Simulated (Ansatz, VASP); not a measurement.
# Au: VASP beside Ansatz

```xyz
2
Lattice="1.4207 -2.5729 0.0000 1.4207 2.5729 0.0000 0.0000 0.0000 4.9256" Properties=species:S:1:pos:R:3 pbc="T T T"
Au    1.4207    0.8507    1.2314
Au    1.4207   -0.8507    3.6942
```

Change from the starting cell: volume scaled by 1.02.

Alike in both runs: task single point; functional PBE; k mesh 11 × 11 × 6; occupations fermi-dirac, width 0.05 eV; no spin polarisation.

|  | VASP | Ansatz |
| --- | --- | --- |
| version | VASP 6.6.1 | Ansatz 0.2.0 |
| potentials or method | VASP PAW PBE potentials, release 64 (Au), cutoff 520 eV | all-electron LAPW, scalar-relativistic |

VASP gave:

- gap on the k mesh at the Fermi level (eV): none
- pressure (GPa): 0.0
- traceless stress, the component that is largest in VASP (GPa): 2.58
- rms of the force components (eV/Å): 0.010

**Question.** What did Ansatz give for the same quantities?

**Answer.** gap on the k mesh at the Fermi level (eV): none; pressure (GPa): 0.2; traceless stress, the component that is largest in VASP (GPa): 2.59; rms of the force components (eV/Å): 0.011.

Atom by atom the forces differ by 0.001 eV/Å (rms over components). A gap of «none» marks a metal or a gap that the smearing closes. Ansatz ran all-electron here, and VASP with PAW potentials.

Spin-orbit coupling is off throughout.
